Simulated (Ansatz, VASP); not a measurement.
**Two plane-wave programs on Si**

```
Si
1.0
    -3.32544    3.32544    1.92239
     3.32544   -3.32544    1.92239
     3.32544    3.32544   -1.92239
Si
4
Cartesian
  1.1892 1.1892 0.0000
  2.1363 2.1363 1.9224
  2.1363 -2.1363 1.9224
  -2.1363 2.1363 1.9224
```

Alike in both runs: task relaxation of cell and atoms; functional PBE; k mesh 10 × 10 × 10; occupations gaussian, width 0.01 eV; no spin polarisation.

```csv
,VASP,Ansatz
version,VASP 6.6.1,Ansatz 0.2.0
potentials or method,"VASP PAW PBE potentials, release 64 (Si), cutoff 600 eV","scalar-relativistic, plane waves, PAW"
valence electrons in the cell,16,16
```

|  | VASP | Ansatz | Ansatz less VASP |
| --- | --- | --- | --- |
| gap on the k mesh at the Fermi level, each at its own relaxed structure (eV) | 0.41 | 0.41 | +0.001 |
| relaxed volume (Å³/atom) | 21.59 | 21.61 | +0.017 |
| relaxed cell length with the largest relative difference (Å) | 5.109 | 5.110 | +0.0013 |
